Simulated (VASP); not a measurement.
# AlNi (Pm-3m) in VASP: settings compared

Aim: see how the results for AlNi move with the level of theory and the settings. Levels: BLYP+D4, PBEsol. Tasks: relaxation of cell and atoms.

Program: VASP 6.6.1. These are calculated values, not measurements. Logs are shortened: lines on timing, memory, paths and dates and some standing lists are left out, and cuts for length are marked.

## 1. The cell of the first run

Symmetry: Pm-3m, No. 221, cubic system. The conventional cell has a = 2.881 Å, b = 2.881 Å, c = 2.881 Å, α = 90.00°, β = 90.00°, γ = 90.00°. Within 3.3 Å of Ni (site symmetry m-3m) lie 8 Al at 2.50 Å and 6 Ni at 2.88 Å. Al (site symmetry m-3m) has 8 Ni at 2.50 Å and 6 Al at 2.88 Å within 3.3 Å.

## 2. Relaxation of cell and atoms, BLYP+D4, collinear spin, ferromagnetic start

File INCAR:

```
SYSTEM = AlNi
PREC = Accurate
ENCUT = 600
EDIFF = 1E-6
ISMEAR = -1
SIGMA = 0.05
LREAL = .FALSE.
LASPH = .TRUE.
NELM = 150
ALGO = Normal
ISIF = 3
LWAVE = .FALSE.
LCHARG = .FALSE.
ISPIN = 2
MAGMOM = 1 0
LORBIT = 11
LMAXMIX = 4
GGA = B5
ALDAX = 1.0
AGGAX = 1.0
AGGAC = 1.0
ALDAC = 0.0
IVDW = 13
VDW_S6 = 1.0
VDW_S8 = 2.34076671
VDW_A1 = 0.44488865
VDW_A2 = 4.0933009
IBRION = 2
NSW = 60
EDIFFG = -0.01
```

File KPOINTS:

```
Automatic mesh
0
G
  9 9 9
  0 0 0
```

File POSCAR:

```
AlNi
1.0
    2.8810000000      0.0000000000      0.0000000000
    0.0000000000      2.8810000000      0.0000000000
    0.0000000000      0.0000000000      2.8810000000
Ni Al
1 1
Direct
    0.5000000000      0.5000000000      0.5000000000
    0.0000000000      0.0000000000      0.0000000000
```

Potentials or basis: VASP PAW PBE potentials, release 64 (Ni, Al).

Command:

```
$ cat potpaw_PBE.64/Ni/POTCAR potpaw_PBE.64/Al/POTCAR > POTCAR
$ mpirun -np 1 vasp_std > vasp.out
```

OUTCAR:

```text
SYSTEM = AlNi
   PREC = Accurate
   ENCUT = 600
   EDIFF = 1E-6
   ISMEAR = -1
   LREAL = .FALSE.
   LASPH = .TRUE.
   NELM = 150
   ISIF = 3
   ISPIN = 2
   LORBIT = 11
   GGA = B5
   IVDW = 13
   IBRION = 2
   NSW = 60
   EDIFFG = -0.01

 ion  position               nearest neighbor table
   1  0.500  0.500  0.500-   2 2.50   2 2.50   2 2.50   2 2.50   2 2.50   2 2.50   2 2.50   2 2.50

   2  0.000  0.000  0.000-   1 2.50   1 2.50   1 2.50   1 2.50   1 2.50   1 2.50   1 2.50   1 2.50

  LATTYP: Found a simple cubic cell.
 ALAT       =     2.8810000000

  Lattice vectors:

 A1 = (   2.8810000000,   0.0000000000,   0.0000000000)
 A2 = (   0.0000000000,   2.8810000000,   0.0000000000)
 A3 = (   0.0000000000,   0.0000000000,   2.8810000000)

Analysis of symmetry for initial positions (statically):
=====================================================================
 Subroutine PRICEL returns:
 Original cell was already a primitive cell.

 Routine SETGRP: Setting up the symmetry group for a
 simple cubic supercell.

 Subroutine GETGRP returns: Found 48 space group operations
 (whereof 48 operations were pure point group operations)
 out of a pool of 48 trial point group operations.

The static configuration has the point symmetry O_h .

Analysis of symmetry for dynamics (positions and initial velocities):
=====================================================================
 Subroutine PRICEL returns:
 Original cell was already a primitive cell.

 Routine SETGRP: Setting up the symmetry group for a
 simple cubic supercell.

 Subroutine GETGRP returns: Found 48 space group operations
 (whereof 48 operations were pure point group operations)
 out of a pool of 48 trial point group operations.

The dynamic configuration has the point symmetry O_h .

Analysis of structural, dynamic, and magnetic symmetry:
=====================================================================
 Subroutine PRICEL returns:
 Original cell was already a primitive cell.

 Routine SETGRP: Setting up the symmetry group for a
 simple cubic supercell.

 Subroutine GETGRP returns: Found 48 space group operations
 (whereof 48 operations were pure point group operations)
 out of a pool of 48 trial point group operations.

The overall configuration has the point symmetry O_h .

 Subroutine INISYM returns: Found 48 space group operations
 (whereof 48 operations are pure point group operations),
 and found     1 'primitive' translations

----------------------------------------------------------------------------------------

                                     Primitive cell

  volume of cell :      23.9128

  direct lattice vectors                    reciprocal lattice vectors
     2.881000000  0.000000000  0.000000000     0.347101701  0.000000000  0.000000000
     0.000000000  2.881000000  0.000000000     0.000000000  0.347101701  0.000000000
     0.000000000  0.000000000  2.881000000     0.000000000  0.000000000  0.347101701

  length of vectors
     2.881000000  2.881000000  2.881000000     0.347101701  0.347101701  0.347101701

  position of ions in fractional coordinates (direct lattice)
     0.500000000  0.500000000  0.500000000
     0.000000000  0.000000000  0.000000000

  ion indices of the primitive-cell ions
   primitive index   ion index
                 1           1
                 2           2

----------------------------------------------------------------------------------------

 KPOINTS: Automatic mesh

Automatic generation of k-mesh.
 Grid dimensions read from file:
 generate k-points for:    9    9    9

 Generating k-lattice:

  Cartesian coordinates                     Fractional coordinates (reciprocal lattice)
     0.038566856  0.000000000  0.000000000     0.111111111  0.000000000  0.000000000
     0.000000000  0.038566856  0.000000000     0.000000000  0.111111111  0.000000000
     0.000000000  0.000000000  0.038566856     0.000000000  0.000000000  0.111111111

  Length of vectors
     0.038566856  0.038566856  0.038566856

  Shift w.r.t. Gamma in fractional coordinates (k-lattice)
     0.000000000  0.000000000  0.000000000

 Subroutine IBZKPT returns following result:
 ===========================================

 Found     35 irreducible k-points:

 Following reciprocal coordinates:
            Coordinates               Weight
  0.000000  0.000000  0.000000      1.000000
  0.111111  0.000000  0.000000      6.000000
  0.222222  0.000000  0.000000      6.000000
  0.333333  0.000000  0.000000      6.000000
  0.444444  0.000000  0.000000      6.000000
  0.111111  0.111111  0.000000     12.000000
[... 16 lines left out ...]
  0.333333  0.333333  0.111111     24.000000
  0.444444  0.333333  0.111111     48.000000
 [... further k-points ...]
   k-points           NKPTS =     35   k-points in BZ     NKDIM =     35   number of bands    NBANDS=     11
   number of dos      NEDOS =    301   number of ions     NIONS =      2
   total plane-waves  NPLWV =  13824
   dimension x,y,z NGX =    24 NGY =   24 NGZ =   24
   dimension x,y,z NGXF=    48 NGYF=   48 NGZF=   48
   ions per type =               1   1
   NGX,Y,Z   is equivalent  to a cutoff of  13.85, 13.85, 13.85 a.u.
   NGXF,Y,Z  is equivalent  to a cutoff of  27.70, 27.70, 27.70 a.u.
 SYSTEM =  AlNi
   PREC   = accura    normal or accurate (medium, high low for compatibility)
   ISTART =      0    job   : 0-new  1-cont  2-samecut
   ICHARG =      2    charge: 1-file 2-atom 10-const
   ISPIN  =      2    spin polarized calculation?
   LNONCOLLINEAR =      F non collinear calculations
   LSORBIT =      F    spin-orbit coupling
   LASPH  =      T    aspherical Exc in radial PAW
   ENCUT  =  600.0 eV  44.10 Ry    6.64 a.u.   5.75  5.75  5.75*2*pi/ulx,y,z
   NELM   =    150;   NELMIN=  2; NELMDL= -5     # of ELM steps
   EDIFF  = 0.1E-05   stopping-criterion for ELM
   LREAL  =      F    real-space projection
   EDIFFG = -.1E-01   stopping-criterion for IOM
   NSW    =     60    number of steps for IOM
   IBRION =      2    ionic relax: 0-MD 1-quasi-New 2-CG
   NFREE  =      1    steps in history (QN), initial steepest desc. (CG)
   ISIF   =      3    stress and relaxation
   ISYM   =      2    0-nonsym 1-usesym 2-fastsym
   POTIM  = 0.5000    time-step for ionic-motion
   TEBEG  =    0.0;   TEEND  =   0.0 temperature during run
   PSTRESS=    0.0 pullay stress
   NELECT =      13.0000    total number of electrons
   NUPDOWN=      -1.0000    fix difference up-down
   EMIN   =  10.00;   EMAX   =-10.00  energy-range for DOS
   EFERMI =   0.00;   METHOD = LEGACY
   ISMEAR =    -1;   SIGMA  =   0.05  broadening in eV -4-tet -1-fermi 0-gaus
   EFERMI_NEDOS =   21; number of points for ismear=-14 and -15
   IALGO  =     38    algorithm
   IMIX   =      4    mixing-type and parameters
     AMIX     =   0.40;   BMIX     =  1.00
     AMIX_MAG =   1.60;   BMIX_MAG =  1.00
  volume/ion in A,a.u.               =      11.96        80.69
  Fermi-wavevector in a.u.,A,eV,Ry     =   1.336122  2.524904 24.289410  1.785221
  Thomas-Fermi vector in A             =   2.464773
   LORBIT       =     11    0 simple, 1 ext, 2 COOP (PROOUT), +10 PAW based schemes
   GGA     = B5    functional components
   LHFCALC =     F    Hartree Fock is set to
   AEXX    =    0.0000 exact exchange contribution
   IVDW    =    13    specifies the selected vdW correction
   LEPSILON=     F    determine dielectric tensor
   LRPA    =     F    only Hartree local field effects (RPA)
 conjugate gradient relaxation of ions
 spin polarized calculation
  energy-cutoff  :      600.00
  volume of cell :       23.91
 maximum number of plane-waves:       812
 NGX is ok and might be reduce to    24
   NGX = 11   NGY = 11   NGZ = 11

--------------------------------------- Ionic step        1  -------------------------------------------

 number of electron      13.0000015 magnetization       0.0000505

 number of electron      13.0000015 magnetization      -0.0001307

 Free energy of the ion-electron system (eV)
  ---------------------------------------------------
  ext. energy  EPLUGINS =         0.00000000
  ---------------------------------------------------
  free energy    TOTEN  =        -8.57538510 eV

  energy without entropy =       -8.56869242  energy(sigma->0) =       -8.57203876

------------------------ aborting loop because EDIFF is reached ----------------------------------------

  DFT-D4 for vdW energy calculation

  Edisp (eV):   -1.70017

  FORCE on cell =-STRESS in cart. coord.  units (eV):
  Direction    XX          YY          ZZ          XY          YZ          ZX
  --------------------------------------------------------------------------------------
  -------------------------------------------------------------------------------------
  Total      -0.65669    -0.65669    -0.65669    -0.00000     0.00000    -0.00000
  in kB     -43.99876   -43.99876   -43.99876    -0.00000     0.00000    -0.00000
  external pressure =      -44.00 kB  Pullay stress =        0.00 kB

 VOLUME and BASIS-vectors are now :
 -----------------------------------------------------------------------------
  energy-cutoff  :      600.00
  volume of cell :       23.91
      direct lattice vectors                 reciprocal lattice vectors
     2.881000000  0.000000000  0.000000000     0.347101701  0.000000000  0.000000000
     0.000000000  2.881000000  0.000000000     0.000000000  0.347101701  0.000000000
     0.000000000  0.000000000  2.881000000     0.000000000  0.000000000  0.347101701
[... 50 lines left out ...]
  FREE ENERGIE OF THE ION-ELECTRON SYSTEM (eV)
  ---------------------------------------------------
  free  energy   TOTEN  =       -10.2796371955 eV

  energy  without entropy=      -10.2735546407  energy(sigma->0) =      -10.27659592

--------------------------------------- Ionic step        3  -------------------------------------------

 number of electron      13.0000007 magnetization       0.0000006

 number of electron      13.0000007 magnetization      -0.0000006

 Free energy of the ion-electron system (eV)
  ---------------------------------------------------
  ext. energy  EPLUGINS =         0.00000000
  ---------------------------------------------------
  free energy    TOTEN  =        -8.53751559 eV

  energy without entropy =       -8.53119816  energy(sigma->0) =       -8.53435688

 E-fermi :  10.8974     XC(G=0): -11.6324

 val. band max:       10.8426135976   @ k =   0.3333   0.3333   0.0000
 cond. band min:      10.9438038562   @ k =   0.3333   0.1111   0.1111
 fundamental gap:      0.1011902586
 Fermi energy:        10.8973616733

 spin component 1

 k-point     1 :       0.0000    0.0000    0.0000
  band No.  band energies     occupation
      1      -0.3774      1.00000
      2       7.5208      1.00000
      3       7.5208      1.00000
      4       9.2345      1.00000
      5       9.2345      1.00000
      6       9.2345      1.00000
      7      16.5000      0.00000
      8      16.5000      0.00000
      9      16.5000      0.00000
     10      19.2874      0.00000
     11      19.2874      0.00000

 k-point     2 :       0.1111    0.0000    0.0000
  band No.  band energies     occupation
      1      -0.1459      1.00000
      2       7.5032      1.00000
      3       7.5738      1.00000
      4       9.1364      1.00000
      5       9.1364      1.00000
      6       9.2452      1.00000
      7      14.6363      0.00000
      8      16.8028      0.00000
      9      16.8028      0.00000
     10      19.2965      0.00000
     11      20.8877      0.00000
[... 295 lines left out ...]
 k-point    24 :       0.4444    0.3333    0.1111
  band No.  band energies     occupation
      1       4.7787      1.00000
      2       6.3777      1.00000
      3       7.7892      1.00000
      4       8.2941      1.00000
      5       8.8562      1.00000
      6       9.0325      1.00000
      7      10.2960      0.99999
      8      13.8164      0.00000
      9      15.3312      0.00000
     10      20.1042      0.00000
     11      22.1443      0.00000

 [... further k-points ...]

 spin component 2

 k-point     1 :       0.0000    0.0000    0.0000
  band No.  band energies     occupation
      1      -0.3774      1.00000
      2       7.5208      1.00000
      3       7.5208      1.00000
      4       9.2345      1.00000
      5       9.2345      1.00000
      6       9.2345      1.00000
      7      16.5000      0.00000
      8      16.5000      0.00000
      9      16.5000      0.00000
     10      19.2874      0.00000
     11      19.2874      0.00000

 k-point     2 :       0.1111    0.0000    0.0000
  band No.  band energies     occupation
      1      -0.1459      1.00000
      2       7.5032      1.00000
      3       7.5738      1.00000
      4       9.1364      1.00000
      5       9.1364      1.00000
      6       9.2452      1.00000
      7      14.6363      0.00000
      8      16.8028      0.00000
      9      16.8028      0.00000
     10      19.2965      0.00000
     11      20.8877      0.00000
[... 334 lines left out ...]
 POSITION                                       TOTAL-FORCE (eV/Angst)
 -----------------------------------------------------------------------------------
      1.42731      1.42731      1.42731        -0.000000      0.000000      0.000000
      0.00000      0.00000      0.00000         0.000000     -0.000000      0.000000
 -----------------------------------------------------------------------------------
    total drift:                                0.000000      0.000000     -0.000000

  FREE ENERGIE OF THE ION-ELECTRON SYSTEM (eV)
  ---------------------------------------------------
  free  energy   TOTEN  =       -10.2847208166 eV

  energy  without entropy=      -10.2784033900  energy(sigma->0) =      -10.28156210

 reached required accuracy - stopping structural energy minimisation

 total charge

# of ion       s       p       d       tot
------------------------------------------
    1        0.495   0.540   8.534   9.569
    2        0.384   0.423   0.000   0.807
--------------------------------------------------
tot          0.879   0.963   8.534  10.376

 magnetization (x)

# of ion       s       p       d       tot
------------------------------------------
    1        0.000   0.000   0.000   0.000
    2       -0.000  -0.000   0.000  -0.000
--------------------------------------------------
tot          0.000  -0.000   0.000   0.000
```

Run time: 66 s. Hardware: 1 thread of Intel Xeon 8259CL, shared host; peak memory 0.17 GiB.

Results:

```yaml
Free_energy: -10.2847 eV
Relaxed_volume: 11.63 Å³/atom
Relaxed_cell: a = 2.855 Å, b = 2.855 Å, c = 2.855 Å, α = 90.00°, β = 90.00°, γ = 90.00°
Space_group_after_relaxing_to_0.1_Å: Pm-3m (No. 221)
Energy_gained_by_relaxing: 4.6 meV/atom
Ionic_steps: 3
Pressure_after_relaxing: -0.1 GPa
Net_moment: 0.00 μB per cell
Valence_electrons_inside_the_program's_atomic_spheres: Ni 9.57; Al 0.81
Dispersion_energy_per_atom: -0.874 eV
```

The path:
```
step  energy change (eV)  largest force (eV/Å)  pressure (GPa)  volume (Å³)
   1              0.0000                0.0000           -4.40        23.91
   2             -0.0041                0.0000            3.55        22.79
   3             -0.0092                0.0000           -0.06        23.26
```

Final structure:
```yaml
crystal:
  lattice:
    - [2.85462, 0.00000, 0.00000]
    - [0.00000, 2.85462, 0.00000]
    - [0.00000, 0.00000, 2.85462]
  atoms:
    - { symbol: Ni, position: [0.50000, 0.50000, 0.50000] }
    - { symbol: Al, position: [0.00000, 0.00000, 0.00000] }
```

Caveat: the PAW data sets were made with another functional, which shifts forces and pressure a little.

(Continued in part 2 of 3.)
